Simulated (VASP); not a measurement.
# BN (Pm) in VASP: notebook

The runs below take BN through single point, with PBE.

Program: VASP 6.6.1. These are calculated values, not measurements. Logs are shortened: lines on timing, memory, paths and dates and some standing lists are left out, and cuts for length are marked.

## (1) The cell of the first run

Symmetry: Pm, No. 6, monoclinic system. The conventional cell has a = 2.498 Å, b = 6.636 Å, c = 2.498 Å, α = 90.00°, β = 120.00°, γ = 90.00°. B (site symmetry m) has 3 N at 1.44 Å within 1.9 Å. Within 1.8 Å of B (site symmetry m) lie 3 N at 1.36 to 1.53 Å. Within 1.8 Å of N (site symmetry m) lie 3 B at 1.36 to 1.53 Å. N (site symmetry m) has 3 B at 1.44 Å within 1.9 Å.

## (2) Single point, PBE

Contents of INCAR:

```
ALGO     = Normal         # electronic algorithm
EDIFF    = 1E-6           # SCF threshold, eV
ENCUT    = 600            # plane-wave cutoff, eV
GGA      = PE             # functional
GGA_COMPAT= F            
ISIF     = 2              # what is computed and relaxed
ISMEAR   = -1             # smearing method
LASPH    = T              # aspherical terms in the spheres
LCHARG   = T              # write CHGCAR
LELF     = T              # ELF
LREAL    = F              # projectors in reciprocal space
LVHAR    = T            
LWAVE    = F              # write WAVECAR
NBANDS   = 16             # bands
NELM     = 120            # most SCF steps
PREC     = Accurate       # precision mode
SIGMA    = 0.01           # smearing width, eV
```

Contents of KPOINTS:

```
k-points
0
Gamma
  7 7 3
```

Contents of POSCAR:

```
BN
1.0
    2.4982400000      0.0000000000      0.0000000000
   -1.2491200000      2.1635390000      0.0000000000
    0.0000000000      0.0000000000      6.6357000000
B N
2 2
Direct
    0.3333333333      0.6666666667      0.2500000000
    0.6666666667      0.3733333333      0.7500000000
    0.3333333333      0.6666666667      0.7500000000
    0.6666666667      0.3333333333      0.2500000000
```

Potentials or basis: VASP PAW PBE potentials, release 64 (B, N).

The run is started by

```sh
$ cat potpaw_PBE.64/B/POTCAR potpaw_PBE.64/N/POTCAR > POTCAR
$ mpirun -np 1 vasp_std > vasp.out
```

OUTCAR:

```text
EDIFF = 1E-6
   ENCUT = 600
   GGA = PE
   ISIF = 2
   ISMEAR = -1
   LASPH = T
   LREAL = F
   NELM = 120
   PREC = Accurate

 ion  position               nearest neighbor table
   1  0.333  0.667  0.250-   4 1.44   4 1.44   4 1.44
   2  0.667  0.373  0.750-   3 1.36   3 1.45   3 1.53
   3  0.333  0.667  0.750-   2 1.36   2 1.45   2 1.53
   4  0.667  0.333  0.250-   1 1.44   1 1.44   1 1.44

  LATTYP: Found a hexagonal cell.
 ALAT       =     2.4982400000
 C/A-ratio  =     2.6561499296

  Lattice vectors:

 A1 = (   2.4982400000,   0.0000000000,   0.0000000000)
 A2 = (  -1.2491200000,   2.1635390000,   0.0000000000)
 A3 = (   0.0000000000,   0.0000000000,   6.6357000000)

Analysis of symmetry for initial positions (statically):
=====================================================================
 Subroutine PRICEL returns:
 Original cell was already a primitive cell.

 Routine SETGRP: Setting up the symmetry group for a
 hexagonal supercell.

 Subroutine GETGRP returns: Found  2 space group operations
 (whereof  1 operations were pure point group operations)
 out of a pool of 24 trial point group operations.

The static configuration has the point symmetry C_1 .
 The point group associated with its full space group is C_1h.

Analysis of symmetry for dynamics (positions and initial velocities):
=====================================================================
 Subroutine PRICEL returns:
 Original cell was already a primitive cell.

 Routine SETGRP: Setting up the symmetry group for a
 hexagonal supercell.

 Subroutine GETGRP returns: Found  2 space group operations
 (whereof  1 operations were pure point group operations)
 out of a pool of 24 trial point group operations.

The dynamic configuration has the point symmetry C_1 .
 The point group associated with its full space group is C_1h.

 Subroutine INISYM returns: Found  2 space group operations
 (whereof  1 operations are pure point group operations),
 and found     1 'primitive' translations

----------------------------------------------------------------------------------------

                                     Primitive cell

  volume of cell :      35.8662

  direct lattice vectors                    reciprocal lattice vectors
     2.498240000  0.000000000  0.000000000     0.400281798  0.231102837  0.000000000
    -1.249120000  2.163539000  0.000000000     0.000000000  0.462205673  0.000000000
     0.000000000  0.000000000  6.635700000     0.000000000  0.000000000  0.150700002

  length of vectors
     2.498240000  2.498239736  6.635700000     0.462205624  0.462205673  0.150700002

  position of ions in fractional coordinates (direct lattice)
     0.333333333  0.666666667  0.250000000
     0.666666667  0.373333333  0.750000000
     0.333333333  0.666666667  0.750000000
     0.666666667  0.333333333  0.250000000

  ion indices of the primitive-cell ions
   primitive index   ion index
                 1           1
                 2           2
                 3           3
                 4           4

----------------------------------------------------------------------------------------

 KPOINTS: k-points

Automatic generation of k-mesh.
 Grid dimensions read from file:
 generate k-points for:    7    7    3

 Generating k-lattice:

  Cartesian coordinates                     Fractional coordinates (reciprocal lattice)
     0.057183114  0.033014691  0.000000000     0.142857143  0.000000000  0.000000000
     0.000000000  0.066029382  0.000000000     0.000000000  0.142857143  0.000000000
     0.000000000  0.000000000  0.050233334     0.000000000  0.000000000  0.333333333

  Length of vectors
     0.066029375  0.066029382  0.050233334

  Shift w.r.t. Gamma in fractional coordinates (k-lattice)
     0.000000000  0.000000000  0.000000000

 Subroutine IBZKPT returns following result:
 ===========================================

 Found     50 irreducible k-points:

 Following reciprocal coordinates:
            Coordinates               Weight
  0.000000  0.000000  0.000000      1.000000
  0.142857  0.000000  0.000000      2.000000
  0.000000  0.142857  0.000000      2.000000
 -0.142857  0.142857  0.000000      2.000000
  0.285714 -0.000000  0.000000      2.000000
  0.000000  0.285714  0.000000      2.000000
[... 16 lines left out ...]
  0.285714  0.285714  0.000000      2.000000
 -0.285714 -0.428571  0.000000      2.000000
 [... further k-points ...]
   k-points           NKPTS =     50   k-points in BZ     NKDIM =     50   number of bands    NBANDS=     16
   number of dos      NEDOS =    301   number of ions     NIONS =      4
   total plane-waves  NPLWV =  21600
   dimension x,y,z NGX =    20 NGY =   20 NGZ =   54
   dimension x,y,z NGXF=    40 NGYF=   40 NGZF=  108
   ions per type =               2   2
   NGX,Y,Z   is equivalent  to a cutoff of  13.31, 13.31, 13.53 a.u.
   NGXF,Y,Z  is equivalent  to a cutoff of  26.62, 26.62, 27.06 a.u.
 SYSTEM =  unknown system
   PREC   = accura    normal or accurate (medium, high low for compatibility)
   ISTART =      0    job   : 0-new  1-cont  2-samecut
   ICHARG =      2    charge: 1-file 2-atom 10-const
   ISPIN  =      1    spin polarized calculation?
   LNONCOLLINEAR =      F non collinear calculations
   LSORBIT =      F    spin-orbit coupling
   LASPH  =      T    aspherical Exc in radial PAW
   ENCUT  =  600.0 eV  44.10 Ry    6.64 a.u.   4.99  4.99 13.25*2*pi/ulx,y,z
   NELM   =    120;   NELMIN=  2; NELMDL= -5     # of ELM steps
   EDIFF  = 0.1E-05   stopping-criterion for ELM
   LREAL  =      F    real-space projection
   EDIFFG = 0.1E-04   stopping-criterion for IOM
   NSW    =      0    number of steps for IOM
   IBRION =     -1    ionic relax: 0-MD 1-quasi-New 2-CG
   NFREE  =      0    steps in history (QN), initial steepest desc. (CG)
   ISIF   =      2    stress and relaxation
   ISYM   =      2    0-nonsym 1-usesym 2-fastsym
   POTIM  = 0.5000    time-step for ionic-motion
   TEBEG  =    0.0;   TEEND  =   0.0 temperature during run
   PSTRESS=    0.0 pullay stress
   NELECT =      16.0000    total number of electrons
   NUPDOWN=      -1.0000    fix difference up-down
   EMIN   =  10.00;   EMAX   =-10.00  energy-range for DOS
   EFERMI =   0.00;   METHOD = LEGACY
   ISMEAR =    -1;   SIGMA  =   0.01  broadening in eV -4-tet -1-fermi 0-gaus
   EFERMI_NEDOS =   21; number of points for ismear=-14 and -15
   IALGO  =     38    algorithm
   IMIX   =      4    mixing-type and parameters
     AMIX     =   0.40;   BMIX     =  1.00
     AMIX_MAG =   1.60;   BMIX_MAG =  1.00
  volume/ion in A,a.u.               =       8.97        60.51
  Fermi-wavevector in a.u.,A,eV,Ry     =   1.250891  2.363842 21.289435  1.564729
  Thomas-Fermi vector in A             =   2.384864
   LORBIT       =      0    0 simple, 1 ext, 2 COOP (PROOUT), +10 PAW based schemes
   GGA     = PE    functional components
   LHFCALC =     F    Hartree Fock is set to
   AEXX    =    0.0000 exact exchange contribution
   IVDW    =     0    specifies the selected vdW correction
   LEPSILON=     F    determine dielectric tensor
   LRPA    =     F    only Hartree local field effects (RPA)
 non-spin polarized calculation
  energy-cutoff  :      600.00
  volume of cell :       35.87
 maximum number of plane-waves:      1216
   NGX =  9   NGY =  9   NGZ = 27

 number of electron      15.9999998 magnetization

 Free energy of the ion-electron system (eV)
  ---------------------------------------------------
  ext. energy  EPLUGINS =         0.00000000
  ---------------------------------------------------
  free energy    TOTEN  =       -34.94145009 eV

  energy without entropy =      -34.94145009  energy(sigma->0) =      -34.94145009

 E-fermi :   2.5033     XC(G=0): -10.0859

 val. band max:        2.2964399074   @ k =   0.4286   0.2857   0.0000
 cond. band min:       6.5299265372   @ k =   0.4286   0.4286   0.0000
 fundamental gap:      4.2334866297
 Fermi energy:         2.5033331818

 k-point     1 :       0.0000    0.0000    0.0000
  band No.  band energies     occupation
      1     -15.5393      2.00000
      2     -15.2447      2.00000
      3      -3.9554      2.00000
      4      -1.8324      2.00000
      5      -0.1370      2.00000
      6       0.9949      2.00000
[... 8 lines left out ...]
     15      15.4489      0.00000
     16      15.7028      0.00000

 k-point     2 :       0.1429    0.0000    0.0000
  band No.  band energies     occupation
      1     -15.1429      2.00000
      2     -14.8620      2.00000
      3      -3.4074      2.00000
      4      -1.3421      2.00000
      5      -1.1882      2.00000
      6      -0.5206      2.00000
[... 8 lines left out ...]
     15      15.7003      0.00000
     16      16.8890      0.00000

 k-point     3 :       0.0000    0.1429    0.0000
  band No.  band energies     occupation
      1     -15.1371      2.00000
      2     -14.8556      2.00000
      3      -3.4143      2.00000
      4      -1.3519      2.00000
      5      -0.7851      2.00000
      6      -0.5209      2.00000
[... 8 lines left out ...]
     15      15.6784      0.00000
     16      17.1370      0.00000

 k-point     4 :      -0.1429    0.1429    0.0000
  band No.  band energies     occupation
      1     -15.1479      2.00000
      2     -14.8672      2.00000
      3      -3.4015      2.00000
      4      -1.3533      2.00000
      5      -1.3339      2.00000
      6      -0.5206      2.00000
[... 8 lines left out ...]
     15      15.6395      0.00000
     16      16.3804      0.00000

 k-point     5 :       0.2857   -0.0000    0.0000
  band No.  band energies     occupation
      1     -14.0316      2.00000
      2     -13.7953      2.00000
      3      -3.7629      2.00000
      4      -3.5615      2.00000
      5      -1.8366      2.00000
      6      -0.9284      2.00000
[... 8 lines left out ...]
     15      17.8464      0.00000
     16      19.5573      0.00000

 k-point     6 :       0.0000    0.2857    0.0000
  band No.  band energies     occupation
      1     -14.0078      2.00000
      2     -13.7671      2.00000
      3      -3.5716      2.00000
      4      -3.2359      2.00000
      5      -1.8727      2.00000
      6      -1.4850      2.00000
[... 8 lines left out ...]
     15      17.7924      0.00000
     16      19.5590      0.00000
[... 267 lines left out ...]
 k-point    21 :      -0.1429   -0.4286    0.0000
  band No.  band energies     occupation
      1     -12.1160      2.00000
      2     -12.0236      2.00000
      3      -6.3732      2.00000
      4      -6.1555      2.00000
      5      -3.2607      2.00000
      6      -2.8635      2.00000
[... 8 lines left out ...]
     15      16.5563      0.00000
     16      20.5752      0.00000

 k-point    22 :       0.4286    0.4286    0.0000
  band No.  band energies     occupation
      1     -12.2500      2.00000
      2     -12.0945      2.00000
      3      -6.5000      2.00000
      4      -6.3570      2.00000
      5      -2.8701      2.00000
      6      -2.4291      2.00000
[... 8 lines left out ...]
     15      16.8406      0.00000
     16      20.6503      0.00000

 k-point    23 :       0.2857    0.2857    0.0000
  band No.  band energies     occupation
      1     -11.9726      2.00000
      2     -11.8900      2.00000
      3      -5.7084      2.00000
      4      -5.5875      2.00000
      5      -4.3405      2.00000
      6      -4.2822      2.00000
[... 8 lines left out ...]
     15      18.1026      0.00000
     16      19.3735      0.00000

 k-point    24 :      -0.2857   -0.4286    0.0000
  band No.  band energies     occupation
      1     -12.0021      2.00000
      2     -11.9096      2.00000
      3      -5.7284      2.00000
      4      -5.6422      2.00000
      5      -4.2875      2.00000
      6      -4.1964      2.00000
[... 8 lines left out ...]
     15      18.4013      0.00000
     16      19.5485      0.00000

 [... further k-points ...]
[... 5 lines left out ...]
  --------------------------------------------------------------------------------------
  -------------------------------------------------------------------------------------
  Total        3.1291721      0.9002465      0.6114139     -0.8405269      0.0000000      0.0000000
  in kB      139.7830132     40.2148448     27.3124239    -37.5471163      0.0000000      0.0000000
  external PRESSURE =      69.1034273 kB  Pullay stress =       0.0000000 kB

 VOLUME and BASIS-vectors are now :
 -----------------------------------------------------------------------------
  energy-cutoff  :      600.00
  volume of cell :       35.87
      direct lattice vectors                 reciprocal lattice vectors
     2.498240000  0.000000000  0.000000000     0.400281798  0.231102837  0.000000000
    -1.249120000  2.163539000  0.000000000     0.000000000  0.462205673  0.000000000
     0.000000000  0.000000000  6.635700000     0.000000000  0.000000000  0.150700002

 POSITION                                       TOTAL-FORCE (eV/Angst)
 -----------------------------------------------------------------------------------
     -0.00000      1.44236      1.65892         0.000451     -0.000780      0.000000
      1.19916      0.80772      4.97677         2.700201     -3.346617      0.000000
     -0.00000      1.44236      4.97677        -2.700366      3.344797      0.000000
      1.24912      0.72118      1.65892        -0.000285      0.002600      0.000000
 -----------------------------------------------------------------------------------
    total drift:                               -0.000278      0.000286      0.000000

  FREE ENERGIE OF THE ION-ELECTRON SYSTEM (eV)
  ---------------------------------------------------
  free  energy   TOTEN  =       -34.9414500866 eV

  energy  without entropy=      -34.9414500865  energy(sigma->0) =      -34.94145009
```

Wall time 37 s (1 thread of Intel Xeon Platinum 8488C (Sapphire Rapids), shared host); peak memory 0.16 GiB.

What came out:

```yaml
Free_energy: -34.9415 eV
Pressure: 6.9 GPa
Largest_force: 4.300 eV/Å
Band_gap_on_the_k_mesh: 4.23 eV, indirect (least direct gap 4.38 eV)
```

Forces in eV/Å, atoms in the order of the input:
```
B    0.000 -0.001  0.000
B    2.700 -3.347  0.000
N   -2.700  3.345  0.000
N    0.000  0.003  0.000
```

Stress tensor (GPa, compression positive):
```
13.98 -3.75  0.00
-3.75  4.02  0.00
 0.00  0.00  2.73
```

Levels at points of the mesh, in eV from the valence-band top:
```csv
k point,band 5,band 6,band 7,band 8,band 9,band 10,band 11,band 12
"(0.00, 0.00, 0.00)",-2.43,-1.30,-1.30,-0.14,5.27,10.16,10.36,11.67
```

Caveat: this functional lacks dispersion, which binds the layers, so the pressure and a relaxed spacing across them are unreliable; forces of over 1 eV/Å act on the atoms, so gaps and moduli don't describe the material at rest.

## (3) Single point, PBE

Contents of INCAR:

```
ALGO = Normal
EDIFF = 1E-6
ENCUT = 600
GGA = PE
GGA_COMPAT = False
ISIF = 2
ISMEAR = -1
LASPH = True
LCHARG = False
LREAL = False
LWAVE = False
NBANDS = 16
NELM = 120
PREC = Accurate
SIGMA = 0.01
```

KPOINTS is that of step 2.

POSCAR, as its differences from that of step 2:

```diff
@@ -9,3 +9,3 @@
     0.3333333333      0.6666666667      0.2500000000
-    0.6666666667      0.3733333333      0.7500000000
+    0.6666666667      0.3833333333      0.7500000000
     0.3333333333      0.6666666667      0.7500000000
```

Potentials or basis: VASP PAW PBE potentials, release 64 (B, N).

The run is started by

```sh
$ cat potpaw_PBE.64/B/POTCAR potpaw_PBE.64/N/POTCAR > POTCAR
$ mpirun -np 1 vasp_std > vasp.out
```

It took 30 s on 1 thread of Intel Xeon Platinum 8488C (Sapphire Rapids), shared host; peak memory 0.16 GiB.

It converged, with:

```
Free energy            : -34.8218 eV
Pressure               : 8.0 GPa
Largest force          : 5.437 eV/Å
Band gap on the k mesh : 4.04 eV, indirect (least direct gap 4.32 eV)
```

Forces on the atoms (eV/Å):
```
B    0.001 -0.001  0.000
B    3.578 -4.093  0.000
N   -3.579  4.091  0.000
N    0.000  0.003  0.000
```

Stress tensor (GPa, compression positive):
```
16.95 -5.01  0.00
-5.01  4.34  0.00
 0.00  0.00  2.72
```

Levels at points of the mesh, in eV from the valence-band top:
| k point | band 5 | band 6 | band 7 | band 8 | band 9 | band 10 | band 11 | band 12 |
| --- | --- | --- | --- | --- | --- | --- | --- | --- |
| (0.00, 0.00, 0.00) | -2.85 | -1.45 | -1.45 | 0.00 | 5.13 | 9.69 | 10.22 | 11.52 |

Caveat: this functional lacks dispersion, which binds the layers, so the pressure and a relaxed spacing across them are unreliable; forces of over 1 eV/Å act on the atoms, so gaps and moduli don't describe the material at rest. A hybrid or GW would open this gap; PBE tends to underestimate it.
